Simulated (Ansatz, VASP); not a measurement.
**One calculation of AlN, two programs**

```
Al N
1.0
     3.11300    0.00000    0.00000
    -1.55650    2.69594    0.00000
     0.00000    0.00000    4.98100
Al N
2 2
Direct
  0.66667 0.33333 0.50000
  0.33333 0.66667 0.00000
  0.66667 0.33333 0.88000
  0.33333 0.66667 0.38000
```

Alike in both runs: task single point; functional PBEsol; k mesh 10 × 10 × 6; occupations fermi-dirac, width 0.05 eV; no spin polarisation.

|  | VASP | Ansatz |
| --- | --- | --- |
| version | VASP 6.6.1 | Ansatz 0.2.0 |
| potentials or method | VASP PAW PBE potentials, release 64 (Al, N), cutoff 520 eV | all-electron LAPW, scalar-relativistic |

```csv
,VASP,Ansatz,Ansatz less VASP
gap on the k mesh at the Fermi level (eV),4.15,4.14,-0.005
least direct gap on the mesh (eV),4.15,4.14,-0.005
pressure (GPa),0.2,0.1,-0.07
"traceless stress, the component that is largest in VASP (GPa)",1.00,0.99,-0.010
rms of the force components (eV/Å),0.076,0.075,-0.0012
```

VASP's potentials were made for PBE, not for PBEsol. Atom by atom the forces differ by 0.001 eV/Å (rms over components). Ansatz ran all-electron here, and VASP with PAW potentials.
